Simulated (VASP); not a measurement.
A run of VASP 6.6.1 is set up as follows.

Contents of INCAR:

```
PREC     = Accurate       # precision mode
ENCUT    = 520            # plane-wave cutoff, eV
EDIFF    = 1E-6           # SCF threshold, eV
ISMEAR   = 0              # smearing method
SIGMA    = 0.15           # smearing width, eV
LREAL    = False          # projectors in reciprocal space
LASPH    = True           # aspherical terms in the spheres
NELM     = 60             # most SCF steps
ALGO     = Fast           # electronic algorithm
ISIF     = 2              # what is computed and relaxed
LWAVE    = False          # write WAVECAR
LCHARG   = False          # write CHGCAR
GGA      = CA             # functional
NBANDS   = 12             # bands
```

The input KPOINTS:

```
regular mesh
0
Gamma
  18 18 18
```

POSCAR

```
In
1.0
   -1.8825252400      1.8448747352      1.8825252400
    1.8825252400     -1.8448747352      1.8825252400
    1.8825252400      1.8448747352     -1.8825252400
In
1
Direct
    0.0000000000      0.0000000000      0.0000000000
```

Potentials or basis: VASP PAW LDA potentials, release 64 (In_d).

Launch:

```sh
$ cat potpaw_LDA.64/In_d/POTCAR > POTCAR
$ mpirun -np 1 vasp_std > vasp.out
```

Q: Predict the pressure.

A: -2.2 GPa.

Stress tensor (GPa, compression positive):
```
-2.21  0.00  0.00
 0.00 -2.12  0.00
 0.00  0.00 -2.21
```

Caveat: the cell differs from its parent crystal (strain -0.0200 x Voigt [0, 1, 0, 0, 0, 0]).
